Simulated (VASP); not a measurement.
# SiC (P6_3/mmc) in VASP: further runs

Aim: see how the results for SiC move with the level of theory and the settings. Levels: PBE, HSE06. Tasks: single point.

Program: VASP 6.6.1. These are calculated values, not measurements. Logs are shortened: lines on timing, memory, paths and dates and some standing lists are left out, and cuts for length are marked.

## Step 1: The cell of the first run

Symmetry: P6_3/mmc, No. 194, hexagonal system. The conventional cell has a = 2.857 Å, b = 2.857 Å, c = 4.702 Å, α = 90.00°, β = 90.00°, γ = 120.00°. Within 2.7 Å of Si (site symmetry -3m) lie 6 C at 2.03 Å and 2 Si at 2.35 Å. Within 2.7 Å of C (site symmetry -6m2) lie 6 Si at 2.03 Å.

## Step 2: Single point, PBE, collinear spin, zero start

Contents of INCAR:

```
SYSTEM = SiC
  PREC = Accurate
  ENCUT = 520
  EDIFF = 1E-6
  ISMEAR = -1
  SIGMA = 0.02
  LREAL = .FALSE.
  LASPH = .TRUE.
  NELM = 150
  ALGO = Normal
  ISIF = 2
  LWAVE = .FALSE.
  LCHARG = .FALSE.
  ISPIN = 2
  MAGMOM = 0 0 0 0
  LORBIT = 11
  GGA = PE
  NBANDS = 20
```

Contents of KPOINTS:

```
regular mesh
0
G
  9 9 4
  0 0 0
```

Contents of POSCAR:

```
SiC
1.0
    2.8568528420      0.0000000000      0.0000000000
   -1.4284264210      2.4741071360      0.0000000000
    0.0000000000      0.0000000000      4.7019938879
Si C
2 2
Direct
    0.0000000000      0.0000000000      0.0000000000
    0.0000000000      0.0000000000      0.5000000000
    0.3333333333      0.6666666667      0.2500000000
    0.6666666667      0.3333333333      0.7500000000
```

Potentials or basis: VASP PAW PBE potentials, release 64 (Si, C).

On the command line:

```bash
$ cat potpaw_PBE.64/Si/POTCAR potpaw_PBE.64/C/POTCAR > POTCAR
$ mpirun -np 1 vasp_std > vasp.out
```

OUTCAR:

```text
SYSTEM = SiC
   PREC = Accurate
   ENCUT = 520
   EDIFF = 1E-6
   ISMEAR = -1
   LREAL = .FALSE.
   LASPH = .TRUE.
   NELM = 150
   ISIF = 2
   ISPIN = 2
   LORBIT = 11
   GGA = PE

 ion  position               nearest neighbor table
   1  0.000  0.000  0.000-   3 2.03   4 2.03   3 2.03   4 2.03   4 2.03   3 2.03   2 2.35   2 2.35

   2  0.000  0.000  0.500-   3 2.03   4 2.03   3 2.03   4 2.03   4 2.03   3 2.03   1 2.35   1 2.35

   3  0.333  0.667  0.250-   1 2.03   2 2.03   1 2.03   2 2.03   1 2.03   2 2.03
   4  0.667  0.333  0.750-   1 2.03   2 2.03   1 2.03   2 2.03   1 2.03   2 2.03

  LATTYP: Found a hexagonal cell.
 ALAT       =     2.8568528420
 C/A-ratio  =     1.6458649248

  Lattice vectors:

 A1 = (   2.8568528420,   0.0000000000,   0.0000000000)
 A2 = (  -1.4284264210,   2.4741071360,   0.0000000000)
 A3 = (   0.0000000000,   0.0000000000,   4.7019938879)

Analysis of symmetry for initial positions (statically):
=====================================================================
 Subroutine PRICEL returns:
 Original cell was already a primitive cell.

 Routine SETGRP: Setting up the symmetry group for a
 hexagonal supercell.

 Subroutine GETGRP returns: Found 24 space group operations
 (whereof 12 operations were pure point group operations)
 out of a pool of 24 trial point group operations.

The static configuration has the point symmetry D_3d.
 The point group associated with its full space group is D_6h.

Analysis of symmetry for dynamics (positions and initial velocities):
=====================================================================
 Subroutine PRICEL returns:
 Original cell was already a primitive cell.

 Routine SETGRP: Setting up the symmetry group for a
 hexagonal supercell.

 Subroutine GETGRP returns: Found 24 space group operations
 (whereof 12 operations were pure point group operations)
 out of a pool of 24 trial point group operations.

The dynamic configuration has the point symmetry D_3d.
 The point group associated with its full space group is D_6h.

Analysis of structural, dynamic, and magnetic symmetry:
=====================================================================
 Subroutine PRICEL returns:
 Original cell was already a primitive cell.

 Routine SETGRP: Setting up the symmetry group for a
 hexagonal supercell.

 Subroutine GETGRP returns: Found 24 space group operations
 (whereof 12 operations were pure point group operations)
 out of a pool of 24 trial point group operations.

The overall configuration has the point symmetry D_3d.
 The point group associated with its full space group is D_6h.

 Subroutine INISYM returns: Found 24 space group operations
 (whereof 12 operations are pure point group operations),
 and found     1 'primitive' translations

----------------------------------------------------------------------------------------

                                     Primitive cell

  volume of cell :      33.2344

  direct lattice vectors                    reciprocal lattice vectors
     2.856852842  0.000000000  0.000000000     0.350035530  0.202093108  0.000000000
    -1.428426421  2.474107136  0.000000000     0.000000000  0.404186215  0.000000000
     0.000000000  0.000000000  4.701993888     0.000000000  0.000000000  0.212675734

  length of vectors
     2.856852842  2.856852842  4.701993888     0.404186215  0.404186215  0.212675734

  position of ions in fractional coordinates (direct lattice)
     0.000000000  0.000000000  0.000000000
     0.000000000  0.000000000  0.500000000
     0.333333333  0.666666667  0.250000000
     0.666666667  0.333333333  0.750000000

  ion indices of the primitive-cell ions
   primitive index   ion index
                 1           1
                 2           2
                 3           3
                 4           4

----------------------------------------------------------------------------------------

 KPOINTS: regular mesh

Automatic generation of k-mesh.
 Grid dimensions read from file:
 generate k-points for:    9    9    4

 Generating k-lattice:

  Cartesian coordinates                     Fractional coordinates (reciprocal lattice)
     0.038892837  0.022454790  0.000000000     0.111111111 -0.000000000  0.000000000
     0.000000000  0.044909579  0.000000000     0.000000000  0.111111111  0.000000000
     0.000000000  0.000000000  0.053168933     0.000000000  0.000000000  0.250000000

  Length of vectors
     0.044909579  0.044909579  0.053168933

  Shift w.r.t. Gamma in fractional coordinates (k-lattice)
     0.000000000  0.000000000  0.000000000

 Subroutine IBZKPT returns following result:
 ===========================================

 Found     36 irreducible k-points:

 Following reciprocal coordinates:
            Coordinates               Weight
  0.000000  0.000000  0.000000      1.000000
  0.111111  0.000000  0.000000      6.000000
  0.222222  0.000000  0.000000      6.000000
  0.333333  0.000000  0.000000      6.000000
  0.444444  0.000000  0.000000      6.000000
  0.111111  0.111111  0.000000      6.000000
[... 16 lines left out ...]
  0.333333  0.222222  0.250000     24.000000
  0.333333  0.333333  0.250000      4.000000
 [... further k-points ...]
   k-points           NKPTS =     36   k-points in BZ     NKDIM =     36   number of bands    NBANDS=     20
   number of dos      NEDOS =    301   number of ions     NIONS =      4
   total plane-waves  NPLWV =  20736
   dimension x,y,z NGX =    24 NGY =   24 NGZ =   36
   dimension x,y,z NGXF=    48 NGYF=   48 NGZF=   72
   ions per type =               2   2
   NGX,Y,Z   is equivalent  to a cutoff of  13.97, 13.97, 12.73 a.u.
   NGXF,Y,Z  is equivalent  to a cutoff of  27.93, 27.93, 25.46 a.u.
 SYSTEM =  SiC
   PREC   = accura    normal or accurate (medium, high low for compatibility)
   ISTART =      0    job   : 0-new  1-cont  2-samecut
   ICHARG =      2    charge: 1-file 2-atom 10-const
   ISPIN  =      2    spin polarized calculation?
   LNONCOLLINEAR =      F non collinear calculations
   LSORBIT =      F    spin-orbit coupling
   LASPH  =      T    aspherical Exc in radial PAW
   ENCUT  =  520.0 eV  38.22 Ry    6.18 a.u.   5.31  5.31  8.74*2*pi/ulx,y,z
   NELM   =    150;   NELMIN=  2; NELMDL= -5     # of ELM steps
   EDIFF  = 0.1E-05   stopping-criterion for ELM
   LREAL  =      F    real-space projection
   EDIFFG = 0.1E-04   stopping-criterion for IOM
   NSW    =      0    number of steps for IOM
   IBRION =     -1    ionic relax: 0-MD 1-quasi-New 2-CG
   NFREE  =      0    steps in history (QN), initial steepest desc. (CG)
   ISIF   =      2    stress and relaxation
   ISYM   =      2    0-nonsym 1-usesym 2-fastsym
   POTIM  = 0.5000    time-step for ionic-motion
   TEBEG  =    0.0;   TEEND  =   0.0 temperature during run
   PSTRESS=    0.0 pullay stress
   NELECT =      16.0000    total number of electrons
   NUPDOWN=      -1.0000    fix difference up-down
   EMIN   =  10.00;   EMAX   =-10.00  energy-range for DOS
   EFERMI =   0.00;   METHOD = LEGACY
   ISMEAR =    -1;   SIGMA  =   0.02  broadening in eV -4-tet -1-fermi 0-gaus
   EFERMI_NEDOS =   21; number of points for ismear=-14 and -15
   IALGO  =     38    algorithm
   IMIX   =      4    mixing-type and parameters
     AMIX     =   0.40;   BMIX     =  1.00
     AMIX_MAG =   1.60;   BMIX_MAG =  1.00
  volume/ion in A,a.u.               =       8.31        56.07
  Fermi-wavevector in a.u.,A,eV,Ry     =   1.283075  2.424660 22.399016  1.646281
  Thomas-Fermi vector in A             =   2.415349
   LORBIT       =     11    0 simple, 1 ext, 2 COOP (PROOUT), +10 PAW based schemes
   GGA     = PE    functional components
   LHFCALC =     F    Hartree Fock is set to
   AEXX    =    0.0000 exact exchange contribution
   IVDW    =     0    specifies the selected vdW correction
   LEPSILON=     F    determine dielectric tensor
   LRPA    =     F    only Hartree local field effects (RPA)
 spin polarized calculation
  energy-cutoff  :      520.00
  volume of cell :       33.23
 maximum number of plane-waves:       911
 NGX is ok and might be reduce to    24
   NGX = 11   NGY = 11   NGZ = 17

 number of electron      15.9999999 magnetization       0.0000014

 number of electron      15.9999999 magnetization      -0.0000000

 Free energy of the ion-electron system (eV)
  ---------------------------------------------------
  ext. energy  EPLUGINS =         0.00000000
  ---------------------------------------------------
  free energy    TOTEN  =       -26.96976454 eV

  energy without entropy =      -26.96930873  energy(sigma->0) =      -26.96953663

 E-fermi :  12.0100     XC(G=0): -12.6429

 val. band max:       11.9696350167   @ k =   0.2222   0.0000   0.0000
 cond. band min:      12.1655004722   @ k =   0.1111   0.0000   0.0000
 fundamental gap:      0.1958654556
 Fermi energy:        12.0100401745

 spin component 1

 k-point     1 :       0.0000    0.0000    0.0000
  band No.  band energies     occupation
      1      -6.2062      1.00000
      2      -1.2190      1.00000
      3       0.7458      1.00000
      4      11.3093      1.00000
      5      11.3093      1.00000
      6      11.8539      0.99959
[... 12 lines left out ...]
     19      23.7552      0.00000
     20      24.7465      0.00000

 k-point     2 :       0.1111    0.0000    0.0000
  band No.  band energies     occupation
      1      -5.9400      1.00000
      2      -0.9972      1.00000
      3       1.0189      1.00000
      4       9.4606      1.00000
      5      10.4553      1.00000
      6      11.1263      1.00000
[... 12 lines left out ...]
     19      25.4492      0.00000
     20      25.7501      0.00000
[... 465 lines left out ...]
      3       2.3392      1.00000
      4       3.5244      1.00000
      5       5.0401      1.00000
      6       6.4859      1.00000
[... 12 lines left out ...]
     19      28.1821      0.00000
     20      30.4660      0.00000

 k-point    24 :       0.3333    0.3333    0.2500
  band No.  band energies     occupation
      1       0.5007      1.00000
      2       0.5007      1.00000
      3       1.4215      1.00000
      4       3.9899      1.00000
      5       4.7499      1.00000
      6       4.7499      1.00000
[... 12 lines left out ...]
     19      28.5403      0.00000
     20      28.5403      0.00000

 [... further k-points ...]

 spin component 2

 k-point     1 :       0.0000    0.0000    0.0000
  band No.  band energies     occupation
      1      -6.2062      1.00000
      2      -1.2190      1.00000
      3       0.7458      1.00000
      4      11.3093      1.00000
      5      11.3093      1.00000
      6      11.8539      0.99959
[... 12 lines left out ...]
     19      23.7552      0.00000
     20      24.7465      0.00000

 k-point     2 :       0.1111    0.0000    0.0000
  band No.  band energies     occupation
      1      -5.9400      1.00000
      2      -0.9972      1.00000
      3       1.0189      1.00000
      4       9.4606      1.00000
      5      10.4554      1.00000
      6      11.1263      1.00000
[... 12 lines left out ...]
     19      25.4492      0.00000
     20      25.7501      0.00000
[... 465 lines left out ...]
      3       2.3392      1.00000
      4       3.5244      1.00000
      5       5.0401      1.00000
      6       6.4859      1.00000
[... 12 lines left out ...]
     19      28.1821      0.00000
     20      30.4660      0.00000

 k-point    24 :       0.3333    0.3333    0.2500
  band No.  band energies     occupation
      1       0.5007      1.00000
      2       0.5007      1.00000
      3       1.4215      1.00000
      4       3.9899      1.00000
      5       4.7499      1.00000
      6       4.7499      1.00000
[... 12 lines left out ...]
     19      28.5403      0.00000
     20      28.5403      0.00000

 [... further k-points ...]

------------------------ aborting loop because EDIFF is reached ----------------------------------------

  FORCE on cell =-STRESS in cart. coord.  units (eV):
  Direction    XX          YY          ZZ          XY          YZ          ZX
  --------------------------------------------------------------------------------------
  -------------------------------------------------------------------------------------
  Total        1.0448016      1.0448016      1.8889892      0.0000000     -0.0000000      0.0000000
  in kB       50.3681499     50.3681499     91.0650301      0.0000000     -0.0000000      0.0000000
  external PRESSURE =      63.9337766 kB  Pullay stress =       0.0000000 kB

 VOLUME and BASIS-vectors are now :
 -----------------------------------------------------------------------------
  energy-cutoff  :      520.00
  volume of cell :       33.23
      direct lattice vectors                 reciprocal lattice vectors
     2.856852842  0.000000000  0.000000000     0.350035530  0.202093108  0.000000000
    -1.428426421  2.474107136  0.000000000     0.000000000  0.404186215  0.000000000
     0.000000000  0.000000000  4.701993888     0.000000000  0.000000000  0.212675734

 POSITION                                       TOTAL-FORCE (eV/Angst)
 -----------------------------------------------------------------------------------
      0.00000      0.00000      0.00000         0.000000      0.000000     -0.000000
      0.00000      0.00000      2.35100         0.000000      0.000000     -0.000000
     -0.00000      1.64940      1.17550        -0.000000      0.000000      0.000000
      1.42843      0.82470      3.52650         0.000000      0.000000      0.000000
 -----------------------------------------------------------------------------------
    total drift:                               -0.000000      0.000000     -0.000000

  FREE ENERGIE OF THE ION-ELECTRON SYSTEM (eV)
  ---------------------------------------------------
  free  energy   TOTEN  =       -26.9697645357 eV

  energy  without entropy=      -26.9693087285  energy(sigma->0) =      -26.96953663

 total charge

# of ion       s       p       d       tot
------------------------------------------
    1        0.656   0.874   0.000   1.530
    2        0.656   0.874   0.000   1.530
    3        0.849   1.667   0.000   2.516
    4        0.849   1.667   0.000   2.516
--------------------------------------------------
tot          3.010   5.081   0.000   8.091

 magnetization (x)

# of ion       s       p       d       tot
------------------------------------------
    1       -0.000  -0.000   0.000  -0.000
    2       -0.000  -0.000   0.000  -0.000
    3       -0.000   0.000   0.000   0.000
    4       -0.000   0.000   0.000   0.000
--------------------------------------------------
tot         -0.000   0.000   0.000   0.000
```

Run time: 36 s. Hardware: 1 thread of AMD EPYC 7R13 (Zen 3), shared host; peak memory 0.15 GiB.

What came out:

```yaml
Free_energy: -26.9698 eV
Pressure: 6.4 GPa
Band_gap_on_the_k_mesh: zero (filled and empty bands overlap)
Net_moment: 0.00 μB per cell
Valence_electrons_inside_the_program's_atomic_spheres: Si 1.53; C 2.52
```

Levels at points of the mesh, in eV from the Fermi level:
Spin up:
| k point | band 6 | band 7 | band 8 | band 9 | band 10 | band 11 |
| --- | --- | --- | --- | --- | --- | --- |
| (0.00, 0.00, 0.00) | -0.16 | -0.16 | 0.33 | 5.50 | 5.89 | 7.93 |
| (0.00, 0.00, 0.50) | -0.34 | -0.34 | -0.34 | 5.90 | 5.90 | 7.15 |
Spin down:
| k point | band 5 | band 6 | band 7 | band 8 | band 9 | band 10 | band 11 | band 12 |
| --- | --- | --- | --- | --- | --- | --- | --- | --- |
| (0.00, 0.00, 0.00) | -0.70 | -0.16 | -0.16 | 0.33 | 5.50 | 5.89 | 7.93 | 8.30 |
| (0.00, 0.00, 0.50) | -0.34 | -0.34 | -0.34 | -0.34 | 5.90 | 5.90 | 7.15 | 7.15 |

Caveat: the cell stands under pressure.

## Step 3: Single point, HSE06

POSCAR is that of step 2.

Contents of INCAR.step1:

```
ALGO     = Normal         # electronic algorithm
EDIFF    = 1E-5           # SCF threshold, eV
ENCUT    = 520            # plane-wave cutoff, eV
GGA      = PE             # functional
ISIF     = 2              # what is computed and relaxed
ISMEAR   = -1             # smearing method
LASPH    = T              # aspherical terms in the spheres
LREAL    = F              # projectors in reciprocal space
LWAVE    = T              # write WAVECAR
NBANDS   = 16             # bands
NELM     = 80             # most SCF steps
PREC     = Accurate       # precision mode
SIGMA    = 0.02           # smearing width, eV
```

Contents of INCAR.step2:

```
ALGO     = Normal         # electronic algorithm
EDIFF    = 1E-7           # SCF threshold, eV
ENCUT    = 520            # plane-wave cutoff, eV
GGA      = PE             # functional
HFSCREEN = 0.2079         # screening, 1/A
ISIF     = 2              # what is computed and relaxed
ISMEAR   = -1             # smearing method
ISTART   = 1            
LASPH    = T              # aspherical terms in the spheres
LCHARG   = T              # write CHGCAR
LELF     = T              # ELF
LHFCALC  = T              # exact exchange
LREAL    = F              # projectors in reciprocal space
LVHAR    = T            
LWAVE    = F              # write WAVECAR
NBANDS   = 16             # bands
NELM     = 80             # most SCF steps
PREC     = Accurate       # precision mode
PRECFOCK = Normal       
SIGMA    = 0.02           # smearing width, eV
```

Contents of KPOINTS:

```
k-points
0
Gamma
  6 6 4
```

Potentials or basis: VASP PAW PBE potentials, release 64 (Si, C).

On the command line:

```bash
$ cat potpaw_PBE.64/Si/POTCAR potpaw_PBE.64/C/POTCAR > POTCAR
$ cp INCAR.step1 INCAR
$ mpirun -np 1 vasp_std > vasp.out
$ cp INCAR.step2 INCAR
$ mpirun -np 1 vasp_std > vasp.out
```

Run time: 17 min. Hardware: 1 thread of AMD EPYC 7R13 (Zen 3), shared host; peak memory 0.23 GiB.

The run converged. Its results:

```
Free energy            : -31.4971 eV
Pressure               : -3.5 GPa
Band gap on the k mesh : zero (bands 8 and 9 overlap by 1.03 eV)
```

Stress tensor (GPa, compression positive):
```
-4.31  0.00  0.00
 0.00 -4.31  0.00
 0.00  0.00 -2.02
```

Levels at points of the mesh, in eV from the Fermi level:
```csv
k point,band 4,band 5,band 6,band 7,band 8,band 9,band 10,band 11,band 12,band 13
"(0.00, 0.00, 0.00)",-0.93,-0.93,-0.37,-0.37,0.29,6.46,6.86,9.11,9.42,9.42
"(0.50, 0.00, 0.00)",-9.10,-7.51,-5.49,-4.56,-1.06,2.77,4.10,6.53,6.85,11.30
"(0.00, 0.00, 0.50)",-6.08,-0.56,-0.56,-0.56,-0.56,6.90,6.90,8.12,8.12,8.12
"(0.50, 0.00, 0.50)",-11.74,-3.26,-3.26,-3.24,-3.24,3.56,3.56,5.26,5.26,11.22
```

Caveat: the k points lie up to 0.42 Å⁻¹ apart, too coarse for converged energies and pressures of a metal; the PAW data sets were made with another functional, which shifts forces and pressure a little.

The gap in the log of VASP goes by the Fermi energy; the results here count the filled bands.